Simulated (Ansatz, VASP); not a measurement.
# C in VASP and in Ansatz

Contents of INCAR:

```
PREC = Accurate ; ENCUT = 600
EDIFF = 1E-6 ; ISMEAR = 0
SIGMA = 0.15 ; LREAL = F
LASPH = T ; NELM = 120
ALGO = Normal ; ISIF = 2
LWAVE = F ; LCHARG = F
GGA = PE ; IVDW = 12
NBANDS = 16 ; GGA_COMPAT = F
```

File KPOINTS:

```
regular mesh
0
Gamma
  24 24 2
```

Contents of POSCAR:

```
C
1.0
    2.7426104899      0.0000000000      0.0000000000
   -1.3713052449      1.8947988241      0.0000000000
    0.0000000000      0.0000000000     23.9222939139
C
4
Direct
    0.0000000000      0.0000000000      0.5711557753
    0.0000000000      0.0000000000      0.4288442247
    0.3333333333      0.6666666667      0.4288237756
    0.6666666667      0.3333333333      0.5711762244
```

Input for Ansatz:

```yaml
crystal:
  lattice:
    - [2.7426104899, 0.0, 0.0]
    - [-1.3713052449, 1.8947988241, 0.0]
    - [0.0, 0.0, 23.9222939139]
  atoms:
    - { symbol: C, position: [0.0, 0.0, 0.5711557753] }
    - { symbol: C, position: [0.0, 0.0, 0.4288442247] }
    - { symbol: C, position: [0.3333333333, 0.6666666667, 0.4288237756] }
    - { symbol: C, position: [0.6666666667, 0.3333333333, 0.5711762244] }
basis:
  ecutwfc: 420
kpoints:
  mp_grid: { grid: [24, 24, 2] }
hamiltonian:
  xc: pbe
  dispersion: d3bj
scf:
  occupations: { method: gaussian, width: 0.15 }
output:
  forces: true
  stress: true
  eigenvalues: true
```

Change from the starting cell: strain +0.1125 x Voigt [1, -1, 0, 0, 0, 0], atoms carried along.

Alike in both runs: task single point; functional PBE; dispersion D3(BJ); k mesh 24 × 24 × 2; occupations gaussian, width 0.15 eV; no spin polarisation.

|  | VASP | Ansatz |
| --- | --- | --- |
| version | VASP 6.6.1 | Ansatz 0.2.0 |
| potentials or method | VASP PAW PBE potentials, release 64 (C), cutoff 600 eV | scalar-relativistic, plane waves, PAW |
| valence electrons in the cell | 16 | 16 |

Ansatz gave:

* gap on the k mesh at the Fermi level (eV): 0.18
* least direct gap on the mesh (eV): 0.18
* rms of the force components (eV/Å): 2.744

**Question.** What did VASP give for the same quantities?

**Answer.** gap on the k mesh at the Fermi level (eV): 0.18; least direct gap on the mesh (eV): 0.18; rms of the force components (eV/Å): 2.767.

Atom by atom the forces differ by 0.022 eV/Å (rms over components).
